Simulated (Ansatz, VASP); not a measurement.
# NaI in VASP and in Ansatz

```xyz
2
Lattice="0.0000 3.2626 3.2626 3.2626 0.0000 3.2626 3.2626 3.2626 0.0000" Properties=species:S:1:pos:R:3 pbc="T T T"
Na    0.0000    0.0000    0.0000
I     3.2626    3.2626    3.2626
```

Change from the starting cell: hydrostatic strain +1.0%.

Alike in both runs: task single point; functional PBE; k mesh 8 × 8 × 8; occupations fermi-dirac, width 0.02 eV; no spin polarisation.

|  | VASP | Ansatz |
| --- | --- | --- |
| version | VASP 6.6.1 | Ansatz 0.2.0 |
| potentials or method | VASP PAW PBE potentials, release 64 (Na_pv, I) | plane waves, PAW |
| plane-wave cutoff (eV) | 520 | 420 |
| valence electrons in the cell | 14 | 26 |

```csv
,VASP,Ansatz,Ansatz less VASP
gap on the k mesh at the Fermi level (eV),3.58,3.58,+0.003
pressure (GPa),0.0,0.0,-0.01
```

VASP's potentials hold 14 valence electrons a cell and Ansatz's 26, so a difference there can come from the potentials and not from the codes.

Neither program's run includes spin-orbit coupling.
